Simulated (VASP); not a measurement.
A run of VASP 6.6.1 is set up as follows.

INCAR

```
SYSTEM = MgZn5S6
ALGO = Normal
EDIFF = 1E-7
ENCUT = 520
GGA = PE
ISIF = 2
ISMEAR = 0
LASPH = .True.
LCHARG = .False.
LREAL = .False.
LWAVE = .False.
NBANDS = 61
NELM = 80
PREC = Accurate
SIGMA = 0.1
```

KPOINTS

```
k-points
0
Gamma
  2 3 3
  0 0 0
```

POSCAR

```
MgZn5S6
1.0
   -0.0010994034     -0.0000089632      6.3413040234
    6.7176867595     -0.0000437101     -0.0011466074
   -3.3588937196      5.8179516142      0.0005828167
Mg Zn S
1 5 6
Direct
    0.5040759101      0.9999624459     -0.0000177125
    0.0052579003      0.3369059376      0.3368665194
    0.0052605087      0.0000655935      0.6632132343
    0.0052683355      0.6632363961      1.0000343794
    0.5048418404      0.6666465174      0.3332835625
    0.5048738237      0.3332846038      0.6666170868
    0.3772532993      0.3443101103      0.3443594960
    0.3772389936      0.9999267819      0.6555956825
    0.3772154635      0.6555408038      0.9999670213
    0.8779613096      0.6667071446      0.3333376830
    0.8779716346      0.3333821921      0.6666847246
    0.8927809208      0.0000314732      0.0000583227
```

Potentials or basis: VASP PAW PBE potentials, release 64 (Mg, Zn, S).

Launch:

```console
$ cat potpaw_PBE.64/Mg/POTCAR potpaw_PBE.64/Zn/POTCAR potpaw_PBE.64/S/POTCAR > POTCAR
$ mpirun -np 1 vasp_std > vasp.out
```

Task: Predict the largest force.

Result: 0.026 eV/Å.

Task: What does it give for the pressure?

Result: 0.1 GPa.

Forces in eV/Å, atoms in the order of the input:
```
Mg   0.000  0.000 -0.008
Zn   0.001  0.001  0.003
Zn   0.001 -0.002  0.002
Zn  -0.002  0.000  0.002
Zn  -0.001  0.000 -0.003
Zn   0.000  0.001 -0.004
S   -0.011 -0.021  0.006
S   -0.011  0.021  0.006
S    0.024  0.000  0.008
S   -0.001  0.001  0.005
S   -0.001  0.000  0.005
S    0.001 -0.002 -0.021
```

Caveat: the k points lie up to 0.50 Å⁻¹ apart.
